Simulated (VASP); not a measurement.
Write the native input for VASP 6.6.1 that does the following.

* Task: relaxation of cell and atoms
* Functional: PBE
* Potentials or basis: VASP PAW PBE potentials, release 64 (Ta_pv, As)
* Cutoff: 500 eV
* k mesh: 8 × 8 × 8
* Occupations: gaussian, width 0.1 eV
* Spin: no spin polarisation
* Dipole correction: no
* Further INCAR settings: ALGO = Normal; EDIFF = 1e-07; IBRION = 2; EDIFFG = -0.05; NSW = 80; ISIF = 3

The structure of TaAs lies in POSCAR:

```
TaAs
1.0
    0.0000000000      2.4955672288      2.4955672288
    2.4955672288      0.0000000000      2.4955672288
    2.4955672288      2.4955672288      0.0000000000
Ta As
1 1
Direct
    0.5000000000      0.5000000000      0.5000000000
    0.0000000000      0.0000000000      0.0000000000
```

These files were run (other wordings do the same):

INCAR

```
SYSTEM = TaAs
PREC = Accurate
ENCUT = 500
EDIFF = 1E-7
ISMEAR = 0
SIGMA = 0.1
LREAL = .FALSE.
LASPH = .TRUE.
NELM = 120
ALGO = Normal
ISIF = 3
LWAVE = .FALSE.
LCHARG = .FALSE.
GGA = PE
IBRION = 2
NSW = 80
EDIFFG = -0.05
GGA_COMPAT = .FALSE.
NELMIN = 4
```

KPOINTS

```
Automatic mesh
0
G
  8 8 8
  0 0 0
```

Potentials or basis: VASP PAW PBE potentials, release 64 (Ta_pv, As).

Launch:

```bash
$ cat potpaw_PBE.64/Ta_pv/POTCAR potpaw_PBE.64/As/POTCAR > POTCAR
$ mpirun -np 1 vasp_std > vasp.out
```

Results of the run:

```
Relaxed volume                        : 18.32 Å³/atom
Relaxed cell                          : a = 3.728 Å, b = 3.728 Å, c = 3.728 Å, α = 60.00°, β = 60.00°, γ = 60.00°
Space group after relaxing (to 0.1 Å) : Fm-3m (No. 225)
Energy gained by relaxing             : 274.3 meV/atom
Ionic steps                           : 5
Pressure after relaxing               : 0.0 GPa
```

Caveat: the volume moved by over 15 % at a fixed basis, so the end points are rough; the highest band is partly filled, so the run has too few bands.

Wall time 85 s on 1 thread of AMD EPYC 7R43 64-Core Processor (Zen 3), on a shared host, peak memory 0.13 GiB.
